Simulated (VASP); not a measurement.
A run of VASP 6.6.1:

The input INCAR:

```
ALGO     = Normal         # electronic algorithm
EDIFF    = 1E-6           # SCF threshold, eV
ENCUT    = 520            # plane-wave cutoff, eV
GGA      = PE             # functional
ISIF     = 2              # what is computed and relaxed
ISMEAR   = 0              # smearing method
LASPH    = True           # aspherical terms in the spheres
LCHARG   = False          # write CHGCAR
LREAL    = False          # projectors in reciprocal space
LWAVE    = False          # write WAVECAR
NBANDS   = 28             # bands
NELM     = 80             # most SCF steps
PREC     = Accurate       # precision mode
SIGMA    = 0.1            # smearing width, eV
```

Contents of KPOINTS:

```
k-points
0
Gamma
  12 12 6
```

File POSCAR:

```
Nb2B3C
1.0
    4.3354435311      0.0000000000      0.0000000000
   -2.1677217655      3.7546042346      0.0000000000
    0.0000000000      0.0000000000      6.0016307312
Nb B C
2 3 1
Direct
    0.3333333333      0.6666666667      0.0000000000
    0.6666666667      0.3333333333      0.0000000000
    0.0000000000      0.0000000000      0.7589334337
    0.0000000000      0.0000000000      0.2410665663
    0.0000000000      0.0000000000      0.5000000000
    0.0000000000      0.0000000000      0.0000000000
```

Potentials or basis: VASP PAW PBE potentials, release 64 (Nb_sv, B, C).

Launch:

```console
$ cat potpaw_PBE.64/Nb_sv/POTCAR potpaw_PBE.64/B/POTCAR potpaw_PBE.64/C/POTCAR > POTCAR
$ mpirun -np 1 vasp_std > vasp.out
```

Hardware: 1 thread of Intel Xeon 6975P-C, with other jobs on the host.

Problem. How long does it take, and how much memory?

Solution. Wall time 3.4 min on 1 thread of Intel Xeon 6975P-C, with other jobs on the host, peak memory 0.34 GiB. Counts: scf iterations 16, k points 76.
